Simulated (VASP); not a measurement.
# AlNi (Cmmm) in VASP: single point with r2SCAN

Aim: the single point of AlNi with r2SCAN.

Program: VASP 6.6.1. These are calculated values, not measurements. Logs are shortened: lines on timing, memory, paths and dates and some standing lists are left out, and cuts for length are marked.

**1. The cell of the first run**

It takes space group Cmmm (No. 65, orthorhombic). The conventional cell has a = 4.032 Å, b = 4.063 Å, c = 3.099 Å, α = 90.00°, β = 90.00°, γ = 90.00°. Al (site symmetry mmm) has 8 Ni at 2.54 to 2.55 Å and 6 Al at 2.86 to 3.10 Å within 3.4 Å. Within 3.4 Å of Ni (site symmetry mmm) lie 8 Al at 2.54 to 2.55 Å and 6 Ni at 2.86 to 3.10 Å.

**2. Single point, r2SCAN (strain +0.0400 x Voigt [1, 1, 0, 0, 0, 0])**

POSCAR

```
AlNi
1.0
    2.0162417600     -2.0313177560      0.0000000000
    2.0162417600      2.0313177560      0.0000000000
    0.0000000000      0.0000000000      3.0994300413
Al Ni
1 1
Direct
    0.0000000000      0.0000000000      0.0000000000
    0.5000000000      0.5000000000      0.5000000000
```

INCAR.step1

```
ALGO     = Normal         # electronic algorithm
EDIFF    = 1E-4           # SCF threshold, eV
ENCUT    = 520            # plane-wave cutoff, eV
GGA      = PE             # functional
ISMEAR   = 0              # smearing method
LASPH    = True           # aspherical terms in the spheres
LCHARG   = False          # write CHGCAR
LREAL    = False          # projectors in reciprocal space
LWAVE    = True           # write WAVECAR
NBANDS   = 14             # bands
NELM     = 60             # most SCF steps
PREC     = Accurate       # precision mode
SIGMA    = 0.15           # smearing width, eV
```

INCAR.step2

```
ALGO     = Normal         # electronic algorithm
EDIFF    = 1E-7           # SCF threshold, eV
ENCUT    = 520            # plane-wave cutoff, eV
ISIF     = 2              # what is computed and relaxed
ISMEAR   = 0              # smearing method
ISTART   = 1            
LASPH    = True           # aspherical terms in the spheres
LCHARG   = False          # write CHGCAR
LMIXTAU  = True         
LREAL    = False          # projectors in reciprocal space
LWAVE    = False          # write WAVECAR
METAGGA  = R2SCAN         # meta-GGA
NBANDS   = 14             # bands
NELM     = 60             # most SCF steps
PREC     = Accurate       # precision mode
SIGMA    = 0.15           # smearing width, eV
```

KPOINTS

```
k-points
0
Gamma
  18 18 16
```

Potentials or basis: VASP PAW PBE potentials, release 64 (Al, Ni).

Command:

```bash
$ cat potpaw_PBE.64/Al/POTCAR potpaw_PBE.64/Ni/POTCAR > POTCAR
$ cp INCAR.step1 INCAR
$ mpirun -np 1 vasp_std > vasp.out
$ cp INCAR.step2 INCAR
$ mpirun -np 1 vasp_std > vasp.out
```

OUTCAR:

```text
EDIFF = 1E-7
   ENCUT = 520
   ISIF = 2
   ISMEAR = 0
   ISTART = 1
   LASPH = True
   LREAL = False
   METAGGA = R2SCAN
   NELM = 60
   PREC = Accurate

 ion  position               nearest neighbor table
   1  0.000  0.000  0.000-   2 2.54   2 2.54   2 2.54   2 2.54   2 2.55   2 2.55   2 2.55   2 2.55

   2  0.500  0.500  0.500-   1 2.54   1 2.54   1 2.54   1 2.54   1 2.55   1 2.55   1 2.55   1 2.55

  LATTYP: Found a base centered orthorhombic cell.
 ALAT       =     4.0324835200
 B/A-ratio  =     1.0074772759
 C/A-ratio  =     0.7686156747

  Lattice vectors:

 A1 = (   2.0162417600,  -2.0313177560,   0.0000000000)
 A2 = (   2.0162417600,   2.0313177560,   0.0000000000)
 A3 = (   0.0000000000,   0.0000000000,   3.0994300413)

Analysis of symmetry for initial positions (statically):
=====================================================================
 Subroutine PRICEL returns:
 Original cell was already a primitive cell.

 Routine SETGRP: Setting up the symmetry group for a
 base centered orthorhombic supercell.

 Subroutine GETGRP returns: Found  8 space group operations
 (whereof  8 operations were pure point group operations)
 out of a pool of  8 trial point group operations.

The static configuration has the point symmetry D_2h.

Analysis of symmetry for dynamics (positions and initial velocities):
=====================================================================
 Subroutine PRICEL returns:
 Original cell was already a primitive cell.

 Routine SETGRP: Setting up the symmetry group for a
 base centered orthorhombic supercell.

 Subroutine GETGRP returns: Found  8 space group operations
 (whereof  8 operations were pure point group operations)
 out of a pool of  8 trial point group operations.

The dynamic configuration has the point symmetry D_2h.

 Subroutine INISYM returns: Found  8 space group operations
 (whereof  8 operations are pure point group operations),
 and found     1 'primitive' translations

----------------------------------------------------------------------------------------

                                     Primitive cell

  volume of cell :      25.3882

  direct lattice vectors                    reciprocal lattice vectors
     2.016241760 -2.031317756  0.000000000     0.247986134 -0.246145636  0.000000000
     2.016241760  2.031317756  0.000000000     0.247986134  0.246145636  0.000000000
     0.000000000  0.000000000  3.099430041     0.000000000  0.000000000  0.322639965

  length of vectors
     2.862076634  2.862076634  3.099430041     0.349406349  0.349406349  0.322639965

  position of ions in fractional coordinates (direct lattice)
     0.000000000  0.000000000  0.000000000
     0.500000000  0.500000000  0.500000000

  ion indices of the primitive-cell ions
   primitive index   ion index
                 1           1
                 2           2

----------------------------------------------------------------------------------------

 KPOINTS: k-points

Automatic generation of k-mesh.
 Grid dimensions read from file:
 generate k-points for:   18   18   16

 Generating k-lattice:

  Cartesian coordinates                     Fractional coordinates (reciprocal lattice)
     0.013777007 -0.013674758  0.000000000     0.055555556 -0.000000000  0.000000000
     0.013777007  0.013674758  0.000000000    -0.000000000  0.055555556  0.000000000
     0.000000000  0.000000000  0.020164998     0.000000000  0.000000000  0.062500000

  Length of vectors
     0.019411464  0.019411464  0.020164998

  Shift w.r.t. Gamma in fractional coordinates (k-lattice)
     0.000000000  0.000000000  0.000000000

 Subroutine IBZKPT returns following result:
 ===========================================

 Found    819 irreducible k-points:

 Following reciprocal coordinates:
            Coordinates               Weight
  0.000000  0.000000  0.000000      1.000000
  0.055556  0.000000  0.000000      4.000000
  0.111111  0.000000  0.000000      4.000000
  0.166667  0.000000  0.000000      4.000000
  0.222222  0.000000  0.000000      4.000000
  0.277778  0.000000  0.000000      4.000000
[... 16 lines left out ...]
 -0.277778  0.055556  0.000000      4.000000
 -0.222222  0.055556  0.000000      4.000000
 [... further k-points ...]
   k-points           NKPTS =    819   k-points in BZ     NKDIM =    819   number of bands    NBANDS=     14
   number of dos      NEDOS =    301   number of ions     NIONS =      2
   total plane-waves  NPLWV =  13824
   dimension x,y,z NGX =    24 NGY =   24 NGZ =   24
   dimension x,y,z NGXF=    48 NGYF=   48 NGZF=   48
   ions per type =               1   1
   NGX,Y,Z   is equivalent  to a cutoff of  13.94, 13.94, 12.87 a.u.
   NGXF,Y,Z  is equivalent  to a cutoff of  27.88, 27.88, 25.75 a.u.
 SYSTEM =  unknown system
   PREC   = accura    normal or accurate (medium, high low for compatibility)
   ISTART =      1    job   : 0-new  1-cont  2-samecut
   ICHARG =      0    charge: 1-file 2-atom 10-const
   ISPIN  =      1    spin polarized calculation?
   LNONCOLLINEAR =      F non collinear calculations
   LSORBIT =      F    spin-orbit coupling
   LASPH  =      T    aspherical Exc in radial PAW
   ENCUT  =  520.0 eV  38.22 Ry    6.18 a.u.   5.32  5.32  5.76*2*pi/ulx,y,z
   NELM   =     60;   NELMIN=  2; NELMDL=  0     # of ELM steps
   EDIFF  = 0.1E-06   stopping-criterion for ELM
   LREAL  =      F    real-space projection
   EDIFFG = 0.1E-05   stopping-criterion for IOM
   NSW    =      0    number of steps for IOM
   IBRION =     -1    ionic relax: 0-MD 1-quasi-New 2-CG
   NFREE  =      0    steps in history (QN), initial steepest desc. (CG)
   ISIF   =      2    stress and relaxation
   ISYM   =      2    0-nonsym 1-usesym 2-fastsym
   POTIM  = 0.5000    time-step for ionic-motion
   TEBEG  =    0.0;   TEEND  =   0.0 temperature during run
   PSTRESS=    0.0 pullay stress
   NELECT =      13.0000    total number of electrons
   NUPDOWN=      -1.0000    fix difference up-down
   EMIN   =  10.00;   EMAX   =-10.00  energy-range for DOS
   EFERMI =   0.00;   METHOD = LEGACY
   ISMEAR =     0;   SIGMA  =   0.15  broadening in eV -4-tet -1-fermi 0-gaus
   EFERMI_NEDOS =   21; number of points for ismear=-14 and -15
   IALGO  =     38    algorithm
   IMIX   =      4    mixing-type and parameters
     AMIX     =   0.40;   BMIX     =  1.00
     AMIX_MAG =   1.60;   BMIX_MAG =  1.00
  volume/ion in A,a.u.               =      12.69        85.66
  Fermi-wavevector in a.u.,A,eV,Ry     =   1.309720  2.475012 23.338984  1.715367
  Thomas-Fermi vector in A             =   2.440300
   LORBIT       =      0    0 simple, 1 ext, 2 COOP (PROOUT), +10 PAW based schemes
   METAGGA = R2SCAN    functional components
   LHFCALC =     F    Hartree Fock is set to
   AEXX    =    0.0000 exact exchange contribution
   IVDW    =     0    specifies the selected vdW correction
   LEPSILON=     F    determine dielectric tensor
   LRPA    =     F    only Hartree local field effects (RPA)
 non-spin polarized calculation
 Gauss-broadening in eV      SIGMA  =   0.15
  energy-cutoff  :      520.00
  volume of cell :       25.39
 maximum number of plane-waves:       712
 NGX is ok and might be reduce to    24
   NGX = 11   NGY = 11   NGZ = 11

 number of electron      13.0000012 magnetization

 Free energy of the ion-electron system (eV)
  ---------------------------------------------------
  ext. energy  EPLUGINS =         0.00000000
  ---------------------------------------------------
  free energy    TOTEN  =       -19.97635269 eV

  energy without entropy =      -19.96714643  energy(sigma->0) =      -19.97174956

 E-fermi :   9.1293     XC(G=0): -12.7016

 val. band max:        9.1111789978   @ k =   0.5000   0.3889   0.3125
 cond. band min:       9.1320542114   @ k =   0.3889   0.2222   0.1250
 fundamental gap:      0.0208752136
 Fermi energy:         9.1292778242

 k-point     1 :       0.0000    0.0000    0.0000
  band No.  band energies     occupation
      1      -2.1552      2.00000
      2       5.9957      2.00000
      3       6.1118      2.00000
      4       7.5975      2.00000
      5       7.6150      2.00000
      6       7.7631      2.00000
      7      12.9219      0.00000
      8      15.7207      0.00000
      9      15.7717      0.00000
     10      16.6905      0.00000
     11      17.6733      0.00000
     12      23.3513      0.00000
     13      29.8929      0.00000
     14      29.9110      0.00000

 k-point     2 :       0.0556    0.0000    0.0000
  band No.  band energies     occupation
      1      -2.0946      2.00000
      2       6.0086      2.00000
      3       6.1146      2.00000
      4       7.5688      2.00000
      5       7.6112      2.00000
      6       7.7402      2.00000
      7      13.0099      0.00000
      8      14.8815      0.00000
      9      15.8217      0.00000
     10      16.7836      0.00000
     11      18.3325      0.00000
     12      23.6227      0.00000
     13      29.0075      0.00000
     14      29.9150      0.00000

 k-point     3 :       0.1111    0.0000    0.0000
  band No.  band energies     occupation
      1      -1.9134      2.00000
      2       6.0374      2.00000
      3       6.1228      2.00000
      4       7.4720      2.00000
      5       7.6186      2.00000
      6       7.6755      2.00000
      7      13.2659      0.00000
      8      13.4993      0.00000
      9      16.0426      0.00000
     10      16.8488      0.00000
     11      19.3026      0.00000
     12      24.4515      0.00000
     13      27.5205      0.00000
     14      29.6903      0.00000

 k-point     4 :       0.1667    0.0000    0.0000
  band No.  band energies     occupation
      1      -1.6131      2.00000
      2       6.0251      2.00000
      3       6.1607      2.00000
      4       7.3323      2.00000
      5       7.5798      2.00000
      6       7.6319      2.00000
      7      12.1237      0.00000
      8      13.6703      0.00000
      9      16.4002      0.00000
     10      16.9242      0.00000
     11      20.0776      0.00000
     12      25.7909      0.00000
     13      26.0033      0.00000
     14      28.2572      0.00000

 k-point     5 :       0.2222    0.0000    0.0000
  band No.  band energies     occupation
      1      -1.1962      2.00000
      2       5.8991      2.00000
      3       6.2380      2.00000
      4       7.1747      2.00000
      5       7.4675      2.00000
      6       7.6484      2.00000
      7      10.8909      0.00000
      8      14.2004      0.00000
      9      16.8784      0.00000
     10      17.0242      0.00000
     11      20.6909      0.00000
[... 276 lines left out ...]
 k-point    22 :      -0.3333    0.0556    0.0000
  band No.  band energies     occupation
      1       0.0211      2.00000
      2       5.0682      2.00000
      3       6.4267      2.00000
      4       6.8932      2.00000
      5       7.2311      2.00000
      6       7.6552      2.00000
      7       9.2785      0.15939
      8      15.6325      0.00000
      9      16.7630      0.00000
     10      18.1886      0.00000
     11      21.9098      0.00000
     12      22.2321      0.00000
     13      23.4629      0.00000
     14      25.4203      0.00000

 k-point    23 :      -0.2778    0.0556    0.0000
  band No.  band energies     occupation
      1      -0.6132      2.00000
      2       5.6185      2.00000
      3       6.3371      2.00000
      4       7.0269      2.00000
      5       7.3266      2.00000
      6       7.6375      2.00000
      7       9.9499      0.00000
      8      14.9084      0.00000
      9      16.3508      0.00000
     10      17.7965      0.00000
     11      21.7746      0.00000
     12      23.2102      0.00000
     13      24.5799      0.00000
     14      26.4217      0.00000

 k-point    24 :      -0.2222    0.0556    0.0000
  band No.  band energies     occupation
      1      -1.1409      2.00000
      2       5.9208      2.00000
      3       6.2459      2.00000
      4       7.1801      2.00000
      5       7.4365      2.00000
      6       7.6187      2.00000
      7      10.9415      0.00000
      8      14.2755      0.00000
      9      15.9210      0.00000
     10      17.5219      0.00000
     11      21.2378      0.00000
     12      24.5952      0.00000
     13      25.8425      0.00000
     14      27.3661      0.00000

 [... further k-points ...]

------------------------ aborting loop because EDIFF is reached ----------------------------------------

  FORCE on cell =-STRESS in cart. coord.  units (eV):
  Direction    XX          YY          ZZ          XY          YZ          ZX
  --------------------------------------------------------------------------------------
  -------------------------------------------------------------------------------------
  Total       -1.4931537     -1.7225758     -2.2840124      0.0000000      0.0000000      0.0000000
  in kB      -94.2286094   -108.7067739   -144.1374202      0.0000000      0.0000000      0.0000000
  external PRESSURE =    -115.6909345 kB  Pullay stress =       0.0000000 kB

 VOLUME and BASIS-vectors are now :
 -----------------------------------------------------------------------------
  energy-cutoff  :      520.00
  volume of cell :       25.39
      direct lattice vectors                 reciprocal lattice vectors
     2.016241760 -2.031317756  0.000000000     0.247986134 -0.246145636  0.000000000
     2.016241760  2.031317756  0.000000000     0.247986134  0.246145636  0.000000000
     0.000000000  0.000000000  3.099430041     0.000000000  0.000000000  0.322639965

 POSITION                                       TOTAL-FORCE (eV/Angst)
 -----------------------------------------------------------------------------------
      0.00000      0.00000      0.00000         0.000000      0.000000      0.000000
      2.01624      0.00000      1.54972        -0.000000      0.000000      0.000000
 -----------------------------------------------------------------------------------
    total drift:                                0.000000     -0.000000     -0.000000

  FREE ENERGIE OF THE ION-ELECTRON SYSTEM (eV)
  ---------------------------------------------------
  free  energy   TOTEN  =       -19.9763526881 eV

  energy  without entropy=      -19.9671464321  energy(sigma->0) =      -19.97174956
```

It took 8 min on 1 thread of Intel Xeon 8259CL, shared host; peak memory 0.41 GiB.

Results:

* Free energy: -19.9764 eV
* Pressure: -11.6 GPa
* Band gap on the k mesh: zero (an odd number of electrons rules out a gap without spin polarisation)

Stress tensor (GPa, compression positive):
```
 -9.42   0.00   0.00
  0.00 -10.87   0.00
  0.00   0.00 -14.41
```

Caveat: the cell differs from its parent crystal (strain +0.0400 x Voigt [1, 1, 0, 0, 0, 0]); the cell stands under tension; the PAW data sets were made with another functional, which shifts forces and pressure a little. Spin polarisation is off, so any magnetic state and its effect on volume and gap are missing.

The gap in the log of VASP goes by the Fermi energy; the results here count the filled bands.